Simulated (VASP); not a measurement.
A run of VASP 6.6.1 is set up as follows.

File POSCAR:

```
GaN
1.0
    2.6955547957      0.0000000000      0.0000000000
    0.0000000000      2.6955547957      0.0000000000
    0.0000000000      0.0000000000      2.6955547957
Ga N
1 1
Direct
    0.0000000000      0.0000000000      0.0000000000
    0.5000000000      0.5000000000      0.5000000000
```

INCAR.step1

```
SYSTEM = GaN
ALGO = Normal
EDIFF = 1E-4
ENCUT = 520
GGA = PE
ISMEAR = 1
LASPH = .True.
LCHARG = .False.
LREAL = .False.
LWAVE = .True.
NBANDS = 16
NELM = 80
PREC = Accurate
SIGMA = 0.001
```

Contents of INCAR.step2:

```
SYSTEM = GaN
ALGO = Normal
EDIFF = 1E-6
ENCUT = 520
ISIF = 2
ISMEAR = 1
ISTART = 1
LASPH = .True.
LCHARG = .True.
LELF = .True.
LMIXTAU = .True.
LREAL = .False.
LVHAR = .True.
LWAVE = .False.
METAGGA = R2SCAN
NBANDS = 16
NELM = 80
PREC = Accurate
SIGMA = 0.001
```

File KPOINTS:

```
k-points
0
Gamma
  6 6 6
  0 0 0
```

Potentials or basis: VASP PAW PBE potentials, release 64 (Ga_d, N).

Command:

```console
$ cat potpaw_PBE.64/Ga_d/POTCAR potpaw_PBE.64/N/POTCAR > POTCAR
$ cp INCAR.step1 INCAR
$ mpirun -np 1 vasp_std > vasp.out
$ cp INCAR.step2 INCAR
$ mpirun -np 1 vasp_std > vasp.out
```

(1) Estimate the pressure.

(2) What does it give for the band gap on the k mesh?

## Answers

(1) 1.0 GPa.

(2) zero (band 9 reaches 8.39 eV, above the bottom of band 10 at 6.90 eV).

Caveat: the k points lie up to 0.39 Å⁻¹ apart; the PAW data sets were made with another functional, which shifts forces and pressure a little.
